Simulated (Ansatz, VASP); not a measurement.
## Ca in VASP and in Ansatz

The input POSCAR:

```
Ca
1.0
   -2.2400000000      2.2400000000      2.2400000000
    2.2400000000     -2.2400000000      2.2400000000
    2.2400000000      2.2400000000     -2.2400000000
Ca
1
Direct
    0.0000000000      0.0000000000      0.0000000000
```

File INCAR.step1:

```
SYSTEM = Ca
  PREC = Accurate
  ENCUT = 520
  ISMEAR = -1
  SIGMA = 0.05
  LREAL = .False.
  LASPH = .True.
  NELM = 60
  NBANDS = 11
  GGA = PE
  ALGO = Normal
  EDIFF = 1E-4
  LWAVE = .True.
  LCHARG = .False.
```

The input INCAR.step2:

```
SYSTEM = Ca
  PREC = Accurate
  ENCUT = 520
  EDIFF = 1E-8
  ISMEAR = -1
  SIGMA = 0.05
  LREAL = .False.
  LASPH = .True.
  NELM = 60
  ALGO = Normal
  ISIF = 2
  LWAVE = .False.
  LCHARG = .False.
  METAGGA = R2SCAN
  LMIXTAU = .True.
  LEFG = .True.
  NBANDS = 11
  ISTART = 1
```

Contents of KPOINTS:

```
regular mesh
0
Gamma
  10 10 10
  0 0 0
```

Input for Ansatz:

```yaml
crystal:
  lattice:
    - [-2.24, 2.24, 2.24]
    - [2.24, -2.24, 2.24]
    - [2.24, 2.24, -2.24]
  atoms:
    - { symbol: Ca, position: [0.0, 0.0, 0.0] }
kpoints:
  mp_grid: { grid: [10, 10, 10] }
  band_path:
    path:
      - [0.0, 0.0, 0.0]
      - [0.5, -0.5, 0.5]
      - [0.0, 0.0, 0.5]
      - [0.0, 0.0, 0.0]
      - [0.25, 0.25, 0.25]
      - [0.5, -0.5, 0.5]
      - [0.25, 0.25, 0.25]
      - [0.0, 0.0, 0.5]
    npoints: 5
scf:
  occupations: { method: fermi_dirac, width: 0.05 }
hamiltonian:
  xc: r2scan
  pseudopotentials: { kind: paw }
output:
  forces: true
  stress: true
  eigenvalues: true
  efg: { contact_densities: true }
```

Alike in both runs: task electric field gradients; functional r2SCAN; k mesh 10 × 10 × 10; occupations fermi-dirac, width 0.05 eV; no spin polarisation.

|  | VASP | Ansatz |
| --- | --- | --- |
| version | VASP 6.6.1 | Ansatz 0.2.0 |
| potentials or method | VASP PAW PBE potentials, release 64 (Ca_sv) | PAW with Ansatz's default frozen-core files, scalar-relativistic |
| plane-wave cutoff (eV) | 520 | 500 |
| valence electrons in the cell | 10 | 10 |

|  | VASP | Ansatz | Ansatz less VASP |
| --- | --- | --- | --- |
| pressure (GPa) | -0.6 | -0.6 | -0.05 |

VASP's potentials were made for PBE, not for r2SCAN.
